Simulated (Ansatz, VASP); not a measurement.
**CO2 in VASP and in Ansatz**

```
C O
1.0
     2.77480   -2.51737    0.00000
     2.77480    2.51737    0.00000
     0.00000    0.00000    6.84124
C O
2 4
Direct
  0.98437 0.01563 0.03301
  0.48437 0.51563 0.46699
  0.77101 0.22899 0.92299
  0.24462 0.75538 0.11798
  0.74462 0.25538 0.38202
  0.27101 0.72899 0.57701
```

Alike in both runs: task single point; functional PBE; k mesh 6 × 6 × 4; occupations gaussian, width 0.02 eV; no spin polarisation.

|  | VASP | Ansatz |
| --- | --- | --- |
| version | VASP 6.6.1 | Ansatz 0.2.0 |
| potentials or method | VASP PAW PBE potentials, release 64 (C, O), cutoff 520 eV | scalar-relativistic, plane waves, PAW |
| valence electrons in the cell | 32 | 32 |

```csv
,VASP,Ansatz,Ansatz less VASP
gap on the k mesh at the Fermi level (eV),3.73,3.76,+0.031
least direct gap on the mesh (eV),4.31,4.34,+0.031
pressure (GPa),-28.8,-29.4,-0.56
"traceless stress, the component that is largest in VASP (GPa)",-39.56,-40.49,-0.932
rms of the force components (eV/Å),4.739,4.853,+0.1145
```

Atom by atom the forces differ by 0.131 eV/Å (rms over components). Both programs put the cell under strong tension, so it lies far from rest at this level. The functional is the same, so the differences come from potentials, cutoffs and numerics.
